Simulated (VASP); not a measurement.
# CaO (Fm-3m) in VASP: single point with HSE06

Aim: the single point of CaO with HSE06.

All numbers are computed with VASP 6.6.1; they aren't measurements. Logs are shortened: lines on timing, memory, paths and dates and some standing lists are left out, and cuts for length are marked.

### Step 1. The cell of the first run

It takes space group Fm-3m (No. 225, cubic). The conventional cell has a = 4.603 Å, b = 4.603 Å, c = 4.603 Å, α = 90.00°, β = 90.00°, γ = 90.00°. Ca (site symmetry m-3m) has 6 O at 2.30 Å within 3.0 Å. Within 3.0 Å of O (site symmetry m-3m) lie 6 Ca at 2.30 Å.

### Step 2. Single point, HSE06 (strain -4.0%)

POSCAR

```
CaO
1.0
    0.0000000000      2.3016481090      2.3016481090
    2.3016481090      0.0000000000      2.3016481090
    2.3016481090      2.3016481090      0.0000000000
Ca O
1 1
Direct
    0.0000000000      0.0000000000      0.0000000000
    0.5000000000      0.5000000000      0.5000000000
```

INCAR.step1

```
PREC = Accurate
ENCUT = 520
EDIFF = 1E-5
ISMEAR = 0
SIGMA = 0.01
LREAL = False
LASPH = True
NELM = 80
ALGO = Normal
ISIF = 2
LWAVE = True
LCHARG = False
NBANDS = 15
GGA = PE
```

INCAR.step2

```
PREC = Accurate
ENCUT = 520
EDIFF = 1E-7
ISMEAR = 0
SIGMA = 0.01
LREAL = False
LASPH = True
NELM = 80
ALGO = Normal
ISIF = 2
LWAVE = False
LCHARG = False
GGA = PE
LHFCALC = True
HFSCREEN = 0.2079
PRECFOCK = Normal
NBANDS = 15
ISTART = 1
```

KPOINTS

```
Automatic mesh
0
Gamma
  6 6 6
```

Potentials or basis: VASP PAW PBE potentials, release 64 (Ca_sv, O).

Command:

```bash
$ cat potpaw_PBE.64/Ca_sv/POTCAR potpaw_PBE.64/O/POTCAR > POTCAR
$ cp INCAR.step1 INCAR
$ mpirun -np 1 vasp_std > vasp.out
$ cp INCAR.step2 INCAR
$ mpirun -np 1 vasp_std > vasp.out
```

OUTCAR:

```text
PREC = Accurate
   ENCUT = 520
   EDIFF = 1E-7
   ISMEAR = 0
   LREAL = False
   LASPH = True
   NELM = 80
   ISIF = 2
   GGA = PE
   LHFCALC = True
   HFSCREEN = 0.2079
   PRECFOCK = Normal
   ISTART = 1

 ion  position               nearest neighbor table
   1  0.000  0.000  0.000-   2 2.30   2 2.30   2 2.30   2 2.30   2 2.30   2 2.30
   2  0.500  0.500  0.500-   1 2.30   1 2.30   1 2.30   1 2.30   1 2.30   1 2.30

  LATTYP: Found a face centered cubic cell.
 ALAT       =     4.6032962180

  Lattice vectors:

 A1 = (   0.0000000000,   2.3016481090,   2.3016481090)
 A2 = (   2.3016481090,   0.0000000000,   2.3016481090)
 A3 = (   2.3016481090,   2.3016481090,   0.0000000000)

Analysis of symmetry for initial positions (statically):
=====================================================================
 Subroutine PRICEL returns:
 Original cell was already a primitive cell.

 Routine SETGRP: Setting up the symmetry group for a
 face centered cubic supercell.

 Subroutine GETGRP returns: Found 48 space group operations
 (whereof 48 operations were pure point group operations)
 out of a pool of 48 trial point group operations.

The static configuration has the point symmetry O_h .

Analysis of symmetry for dynamics (positions and initial velocities):
=====================================================================
 Subroutine PRICEL returns:
 Original cell was already a primitive cell.

 Routine SETGRP: Setting up the symmetry group for a
 face centered cubic supercell.

 Subroutine GETGRP returns: Found 48 space group operations
 (whereof 48 operations were pure point group operations)
 out of a pool of 48 trial point group operations.

The dynamic configuration has the point symmetry O_h .

 Subroutine INISYM returns: Found 48 space group operations
 (whereof 48 operations are pure point group operations),
 and found     1 'primitive' translations

----------------------------------------------------------------------------------------

                                     Primitive cell

  volume of cell :      24.3863

  direct lattice vectors                    reciprocal lattice vectors
     0.000000000  2.301648109  2.301648109    -0.217235640  0.217235640  0.217235640
     2.301648109  0.000000000  2.301648109     0.217235640 -0.217235640  0.217235640
     2.301648109  2.301648109  0.000000000     0.217235640  0.217235640 -0.217235640

  length of vectors
     3.255021972  3.255021972  3.255021972     0.376263166  0.376263166  0.376263166

  position of ions in fractional coordinates (direct lattice)
     0.000000000  0.000000000  0.000000000
     0.500000000  0.500000000  0.500000000

  ion indices of the primitive-cell ions
   primitive index   ion index
                 1           1
                 2           2

----------------------------------------------------------------------------------------

 KPOINTS: Automatic mesh

Automatic generation of k-mesh.
 Grid dimensions read from file:
 generate k-points for:    6    6    6

 Generating k-lattice:

  Cartesian coordinates                     Fractional coordinates (reciprocal lattice)
    -0.036205940  0.036205940  0.036205940     0.166666667  0.000000000  0.000000000
     0.036205940 -0.036205940  0.036205940     0.000000000  0.166666667  0.000000000
     0.036205940  0.036205940 -0.036205940     0.000000000  0.000000000  0.166666667

  Length of vectors
     0.062710528  0.062710528  0.062710528

  Shift w.r.t. Gamma in fractional coordinates (k-lattice)
     0.000000000  0.000000000  0.000000000

 Subroutine IBZKPT returns following result:
 ===========================================

 Found     16 irreducible k-points:

 Following reciprocal coordinates:
            Coordinates               Weight
  0.000000  0.000000  0.000000      1.000000
  0.166667  0.000000  0.000000      8.000000
  0.333333  0.000000  0.000000      8.000000
  0.500000  0.000000  0.000000      4.000000
  0.166667  0.166667  0.000000      6.000000
  0.333333  0.166667  0.000000     24.000000
[... 8 lines left out ...]
 -0.333333  0.333333  0.166667     24.000000
 -0.333333  0.500000  0.166667     12.000000
   k-points           NKPTS =     16   k-points in BZ     NKDIM =    216   number of bands    NBANDS=     15
   number of dos      NEDOS =    301   number of ions     NIONS =      2
   total plane-waves  NPLWV =  13824
   dimension x,y,z NGX =    24 NGY =   24 NGZ =   24
   dimension x,y,z NGXF=    48 NGYF=   48 NGZF=   48
   ions per type =               1   1
   NGX,Y,Z   is equivalent  to a cutoff of  12.26, 12.26, 12.26 a.u.
   NGXF,Y,Z  is equivalent  to a cutoff of  24.52, 24.52, 24.52 a.u.
 SYSTEM =  unknown system
   PREC   = accura    normal or accurate (medium, high low for compatibility)
   ISTART =      1    job   : 0-new  1-cont  2-samecut
   ICHARG =      0    charge: 1-file 2-atom 10-const
   ISPIN  =      1    spin polarized calculation?
   LNONCOLLINEAR =      F non collinear calculations
   LSORBIT =      F    spin-orbit coupling
   LASPH  =      T    aspherical Exc in radial PAW
   ENCUT  =  520.0 eV  38.22 Ry    6.18 a.u.   6.05  6.05  6.05*2*pi/ulx,y,z
   NELM   =     80;   NELMIN=  2; NELMDL=  0     # of ELM steps
   EDIFF  = 0.1E-06   stopping-criterion for ELM
   LREAL  =      F    real-space projection
   EDIFFG = 0.1E-05   stopping-criterion for IOM
   NSW    =      0    number of steps for IOM
   IBRION =     -1    ionic relax: 0-MD 1-quasi-New 2-CG
   NFREE  =      0    steps in history (QN), initial steepest desc. (CG)
   ISIF   =      2    stress and relaxation
   ISYM   =      3    0-nonsym 1-usesym 2-fastsym
   POTIM  = 0.5000    time-step for ionic-motion
   TEBEG  =    0.0;   TEEND  =   0.0 temperature during run
   PSTRESS=    0.0 pullay stress
   NELECT =      16.0000    total number of electrons
   NUPDOWN=      -1.0000    fix difference up-down
   EMIN   =  10.00;   EMAX   =-10.00  energy-range for DOS
   EFERMI =   0.00;   METHOD = LEGACY
   ISMEAR =     0;   SIGMA  =   0.01  broadening in eV -4-tet -1-fermi 0-gaus
   EFERMI_NEDOS =   21; number of points for ismear=-14 and -15
   IALGO  =     38    algorithm
   IMIX   =      1    mixing-type and parameters
     AMIX     =   0.40;   BMIX     =  1.00
     AMIX_MAG =   1.60;   BMIX_MAG =  1.00
  volume/ion in A,a.u.               =      12.19        82.28
  Fermi-wavevector in a.u.,A,eV,Ry     =   1.422545  2.688220 27.533201  2.023633
  Thomas-Fermi vector in A             =   2.543237
   LORBIT       =      0    0 simple, 1 ext, 2 COOP (PROOUT), +10 PAW based schemes
   GGA     = PE    functional components
   LHFCALC =     T    Hartree Fock is set to
   PRECFOCK=normal    Normal, Fast or Accurate (Low or Medium for compatibility)
   ENCUT4O =  -1.0   cutoff for four orbital integrals eV
   NKREDX  =     1    reduce k-point grid by
   NKREDY  =     1    reduce k-point grid by
   NKREDZ  =     1    reduce k-point grid by
   AEXX    =    0.2500 exact exchange contribution
   HFSCREEN=    0.2079 screening length (either q_TF or 0.3 A-1)
   HFSCREENC=   0.2079 screening length for correlation (either q_TF or 0.3 A-1)
   ENCUTFOCK=  -1.0 apply spherical cutoff to Coloumb kernel
   IVDW    =     0    specifies the selected vdW correction
   LEPSILON=     F    determine dielectric tensor
   LRPA    =     F    only Hartree local field effects (RPA)
 non-spin polarized calculation
 Gauss-broadening in eV      SIGMA  =   0.01
  energy-cutoff  :      520.00
  volume of cell :       24.39
 maximum number of plane-waves:       680
  NGX = 20; NGY = 20; NGZ = 20

 number of electron      16.0000004 magnetization

 Free energy of the ion-electron system (eV)
  ---------------------------------------------------
  ext. energy  EPLUGINS =         0.00000000
  ---------------------------------------------------
  free energy    TOTEN  =       -14.68618786 eV

  energy without entropy =      -14.68618786  energy(sigma->0) =      -14.68618786

 E-fermi :   2.1167     XC(G=0):  -9.1251

 val. band max:        2.0495385824   @ k =   0.0000   0.0000   0.0000
 cond. band min:       7.2862088477   @ k =   0.5000   0.5000   0.0000
 fundamental gap:      5.2366702653
 Fermi energy:         2.1166746988

 k-point     1 :       0.0000    0.0000    0.0000
  band No.  band energies     occupation
      1     -37.6184      2.00000
      2     -16.7816      2.00000
      3     -16.7816      2.00000
      4     -16.7816      2.00000
      5     -15.2560      2.00000
      6       2.0495      2.00000
      7       2.0495      2.00000
      8       2.0495      2.00000
      9       9.4922      0.00000
     10      10.5641      0.00000
     11      10.5641      0.00000
     12      10.5641      0.00000
     13      12.4295      0.00000
     14      12.4295      0.00000
     15      19.6164      0.00000

 k-point     2 :       0.1667    0.0000    0.0000
  band No.  band energies     occupation
      1     -37.5717      2.00000
      2     -17.5807      2.00000
      3     -16.7989      2.00000
      4     -16.7989      2.00000
      5     -14.4458      2.00000
      6       1.0759      2.00000
      7       1.5945      2.00000
      8       1.5945      2.00000
      9      10.4334      0.00000
     10      10.7785      0.00000
     11      11.1550      0.00000
     12      11.1550      0.00000
     13      13.2676      0.00000
     14      13.2676      0.00000
     15      20.9717      0.00000

 k-point     3 :       0.3333    0.0000    0.0000
  band No.  band energies     occupation
      1     -37.4767      2.00000
      2     -18.5073      2.00000
      3     -16.8330      2.00000
      4     -16.8330      2.00000
      5     -13.4879      2.00000
      6      -0.4560      2.00000
      7       0.8207      2.00000
      8       0.8207      2.00000
      9      10.9709      0.00000
     10      12.5522      0.00000
     11      12.5522      0.00000
     12      12.7488      0.00000
     13      15.0109      0.00000
     14      15.0109      0.00000
     15      21.1662      0.00000

 k-point     4 :       0.5000    0.0000    0.0000
  band No.  band energies     occupation
      1     -37.4285      2.00000
      2     -18.8637      2.00000
      3     -16.8497      2.00000
      4     -16.8497      2.00000
      5     -13.1102      2.00000
      6      -1.1134      2.00000
      7       0.4821      2.00000
      8       0.4821      2.00000
      9      11.7731      0.00000
     10      13.2227      0.00000
     11      13.4216      0.00000
     12      13.4216      0.00000
     13      16.1000      0.00000
     14      16.1000      0.00000
     15      20.5387      0.00000
[... 163 lines left out ...]
 k-point    14 :       0.5000    0.3333    0.1667
  band No.  band energies     occupation
      1     -37.4172      2.00000
      2     -18.2238      2.00000
      3     -17.1996      2.00000
      4     -16.9967      2.00000
      5     -13.8892      2.00000
      6      -0.1048      2.00000
      7       0.8236      2.00000
      8       1.2433      2.00000
      9       9.4948      0.00000
     10      12.4340      0.00000
     11      13.6015      0.00000
     12      13.8065      0.00000
     13      15.1325      0.00000
     14      16.8979      0.00000
     15      21.0377      0.00000

 k-point    15 :      -0.3333    0.3333    0.1667
  band No.  band energies     occupation
      1     -37.3861      2.00000
      2     -18.2081      2.00000
      3     -17.3153      2.00000
      4     -17.1100      2.00000
      5     -13.8695      2.00000
      6       0.0171      2.00000
      7       0.8276      2.00000
      8       0.8391      2.00000
      9      10.9599      0.00000
     10      10.9916      0.00000
     11      13.9589      0.00000
     12      14.3617      0.00000
     13      15.6266      0.00000
     14      18.6043      0.00000
     15      19.7438      0.00000

 k-point    16 :      -0.3333    0.5000    0.1667
  band No.  band energies     occupation
      1     -37.3724      2.00000
      2     -17.6139      2.00000
      3     -17.5994      2.00000
      4     -17.3075      2.00000
      5     -14.3266      2.00000
      6       0.7255      2.00000
      7       0.7857      2.00000
      8       1.1996      2.00000
      9       9.0221      0.00000
     10      12.4254      0.00000
     11      13.5743      0.00000
     12      14.9531      0.00000
     13      15.0927      0.00000
     14      18.6448      0.00000
     15      19.5454      0.00000

------------------------ aborting loop because EDIFF is reached ----------------------------------------

  FORCE on cell =-STRESS in cart. coord.  units (eV):
  Direction    XX          YY          ZZ          XY          YZ          ZX
  --------------------------------------------------------------------------------------
  -------------------------------------------------------------------------------------
  Total        3.0281067      3.0281067      3.0281067      0.0000000      0.0000000     -0.0000000
  in kB      198.9458932    198.9458932    198.9458932      0.0000000      0.0000000     -0.0000000
  external PRESSURE =     198.9458932 kB  Pullay stress =       0.0000000 kB

 VOLUME and BASIS-vectors are now :
 -----------------------------------------------------------------------------
  energy-cutoff  :      520.00
  volume of cell :       24.39
      direct lattice vectors                 reciprocal lattice vectors
     0.000000000  2.301648109  2.301648109    -0.217235640  0.217235640  0.217235640
     2.301648109  0.000000000  2.301648109     0.217235640 -0.217235640  0.217235640
     2.301648109  2.301648109  0.000000000     0.217235640  0.217235640 -0.217235640

 POSITION                                       TOTAL-FORCE (eV/Angst)
 -----------------------------------------------------------------------------------
      0.00000      0.00000      0.00000         0.000000     -0.000000      0.000000
      2.30165      2.30165      2.30165        -0.000000      0.000000     -0.000000
 -----------------------------------------------------------------------------------
    total drift:                               -0.000000     -0.000000     -0.000000

  FREE ENERGIE OF THE ION-ELECTRON SYSTEM (eV)
  ---------------------------------------------------
  free  energy   TOTEN  =       -14.6861878607 eV

  energy  without entropy=      -14.6861878607  energy(sigma->0) =      -14.68618786
```

Run time: 40 min. Hardware: 1 thread of Oxide Virtual Turin-like, shared host; peak memory 0.23 GiB.

Results:

```
Free energy            : -14.6862 eV
Pressure               : 19.9 GPa
Band gap on the k mesh : 5.24 eV (least direct gap 5.61 eV)
```

Caveat: the cell differs from its parent crystal (strain -4.0%); the cell stands under pressure; the PAW data sets were made with another functional, which shifts forces and pressure a little.
